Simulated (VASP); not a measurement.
Set up this calculation in VASP 6.6.1, as the native input.

```yaml
Task: single point
Functional: PBE
Potentials_or_basis: VASP PAW PBE potentials, release 64 (K_sv, Ho_3, C), 4f in core
Cutoff: 600 eV
k_mesh: 6 × 6 × 4
Occupations: gaussian, width 0.1 eV
Spin: no spin polarisation
Dipole_correction: no
Mended: yes
Further_INCAR_settings: ALGO = Normal; EDIFF = 1e-06; NBANDS = 18
```

The structure of KHoC lies in POSCAR:

```
KHoC
1.0
    4.4495655500      0.0000000000      0.0000000000
   -2.2247827700      3.8534368000      0.0000000000
    0.0000000000      0.0000000000      4.5616829600
K Ho C
1 1 1
Direct
    0.0000000000      0.0000000000      0.0000000000
    0.6666666700      0.3333333300      0.5000000000
    0.3333333300      0.6666666700      0.5000000000
```

The cell was built from a structure type or drawn by symmetry, and may not be a known phase.

These files were run (other wordings do the same):

INCAR

```
  PREC = Accurate
  ENCUT = 600
  EDIFF = 1E-6
  ISMEAR = 0
  SIGMA = 0.1
  LREAL = F
  LASPH = T
  NELM = 200
  ALGO = Normal
  ISIF = 2
  LWAVE = F
  LCHARG = T
  GGA = PE
  LELF = T
  LVHAR = T
  NBANDS = 18
  GGA_COMPAT = F
  LMAXMIX = 6
```

KPOINTS

```
Automatic mesh
0
Gamma
  6 6 4
```

Potentials or basis: VASP PAW PBE potentials, release 64 (K_sv, Ho_3, C), 4f in core.

Run with:

```sh
$ cat potpaw_PBE.64/K_sv/POTCAR potpaw_PBE.64/Ho_3/POTCAR potpaw_PBE.64/C/POTCAR > POTCAR
$ mpirun -np 1 vasp_std > vasp.out
```

Results of the run:

The pressure is -4.8 GPa. The band gap on the k mesh is zero (bands 11 and 12 overlap by 0.11 eV).

Caveat: the cell stands under tension; spin-orbit coupling is left out, which moves the levels of the heavy elements; the 4f electrons are frozen in the core, so they carry no moment and show no levels.

It took 14 s on 1 thread of Intel(R) Xeon(R) 6975P-C (Granite Rapids), with other jobs on the host, peak memory 0.23 GiB.
